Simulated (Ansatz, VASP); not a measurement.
One calculation of AlNi, two programs

File POSCAR:

```
AlNi
1.0
    1.9386940000     -1.9531901500      0.0000000000
    1.9386940000      1.9531901500      0.0000000000
    0.0000000000      0.0000000000      3.0994300413
Al Ni
1 1
Direct
    0.0000000000      0.0000000000      0.0000000000
    0.5000000000      0.5000000000      0.5000000000
```

INCAR.step1

```
SYSTEM = AlNi
  PREC = Accurate
  ENCUT = 760
  ISMEAR = 0
  SIGMA = 0.1
  LREAL = .False.
  LASPH = .True.
  NELM = 120
  NBANDS = 18
  GGA = PE
  ALGO = Normal
  EDIFF = 1E-5
  LWAVE = .True.
  LCHARG = .False.
  GGA_COMPAT = .False.
```

The input INCAR.step2:

```
SYSTEM = AlNi
  PREC = Accurate
  ENCUT = 760
  EDIFF = 1E-6
  ISMEAR = 0
  SIGMA = 0.1
  LREAL = .False.
  LASPH = .True.
  NELM = 120
  ALGO = Normal
  ISIF = 2
  LWAVE = .False.
  LCHARG = .False.
  METAGGA = R2SCAN
  LMIXTAU = .True.
  NBANDS = 18
  ISTART = 1
  GGA_COMPAT = .False.
```

Contents of KPOINTS:

```
Automatic mesh
0
Gamma
  1 1 1
  0 0 0
```

Input for Ansatz:

```yaml
crystal:
  lattice:
    - [1.938694, -1.95319015, 0.0]
    - [1.938694, 1.95319015, 0.0]
    - [0.0, 0.0, 3.0994300413]
  atoms:
    - { symbol: Al, position: [0.0, 0.0, 0.0] }
    - { symbol: Ni, position: [0.5, 0.5, 0.5] }
basis:
  ecutwfc: 500
kpoints:
  mp_grid: { grid: [1, 1, 1] }
hamiltonian:
  xc: r2scan
scf:
  occupations: { method: gaussian, width: 0.1 }
output:
  forces: true
  stress: true
  eigenvalues: true
```

Alike in both runs: task single point; functional r2SCAN; k mesh 1 × 1 × 1; occupations gaussian, width 0.1 eV; no spin polarisation.

```csv
,VASP,Ansatz
version,VASP 6.6.1,Ansatz 0.2.0
potentials or method,"VASP PAW PBE potentials, release 64 (Al, Ni_sv_GW), cutoff 760 eV","scalar-relativistic, plane waves, PAW"
valence electrons in the cell,21,21
```

|  | VASP | Ansatz | Ansatz less VASP |
| --- | --- | --- | --- |
| pressure (GPa) | -3.2 | -2.6 | +0.59 |
| traceless stress, the component that is largest in VASP (GPa) | 127.70 | 127.73 | +0.030 |

VASP's potentials were made for PBE, not for r2SCAN.

The k mesh is coarse, so the values compare programs but aren't converged.
